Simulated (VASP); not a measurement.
Wanted: the native input for a VASP 6.6.1 run.

| Item | Value |
| --- | --- |
| Task | relaxation of the atoms |
| Functional | PBEsol |
| Potentials or basis | VASP PAW PBE potentials, release 64 (Pb_d) |
| Cutoff | 520 eV |
| k mesh | 9 × 9 × 1 |
| Occupations | gaussian, width 0.1 eV |
| Spin | no spin polarisation |
| Dipole correction | yes |
| Atoms held fixed (from 0) | [0, 1] |
| Further INCAR settings | ALGO = Normal; EDIFF = 1e-06; IBRION = 2; EDIFFG = -0.03; NSW = 90 |

The structure of Pb lies in POSCAR:

```
Pb
1.0
    3.4721652862      0.0000000000      0.0000000000
   -1.7360826431      3.0069833440      0.0000000000
    0.0000000000      0.0000000000     25.5908227342
Pb
4
Selective dynamics
Direct
    0.6666666667      0.3333333333      0.3321503216  F F F
    0.3333333333      0.6666666667      0.4440501072  F F F
    0.6666666667      0.3333333333      0.5559498928  T T T
    0.3333333333      0.6666666667      0.6678496784  T T T
```

One way to write it, as run:

INCAR

```
SYSTEM = Pb
  PREC = Accurate
  ENCUT = 520
  EDIFF = 1E-6
  ISMEAR = 0
  SIGMA = 0.1
  LREAL = .False.
  LASPH = .True.
  NELM = 80
  ALGO = Normal
  ISIF = 2
  LWAVE = .False.
  LCHARG = .False.
  LDIPOL = .True.
  IDIPOL = 3
  DIPOL = 0.5 0.5 0.500
  GGA = PS
  IBRION = 2
  NSW = 90
  EDIFFG = -0.03
```

KPOINTS

```
regular mesh
0
Gamma
  9 9 1
  0 0 0
```

Potentials or basis: VASP PAW PBE potentials, release 64 (Pb_d).

Command:

```bash
$ cat potpaw_PBE.64/Pb_d/POTCAR > POTCAR
$ mpirun -np 1 vasp_std > vasp.out
```

It gave:

```yaml
Energy_gained_by_relaxing: 8.5 meV/atom
Ionic_steps: 6
Band_gap_on_the_k_mesh: zero (band 28 reaches 4.32 eV, above the bottom of band 29 at 0.03 eV)
```

Caveat: spin-orbit coupling is left out, which moves the levels of the heavy elements.

Run time: 22 min on 1 thread of Intel Xeon 8259CL, with other jobs on the host, peak memory 0.45 GiB.
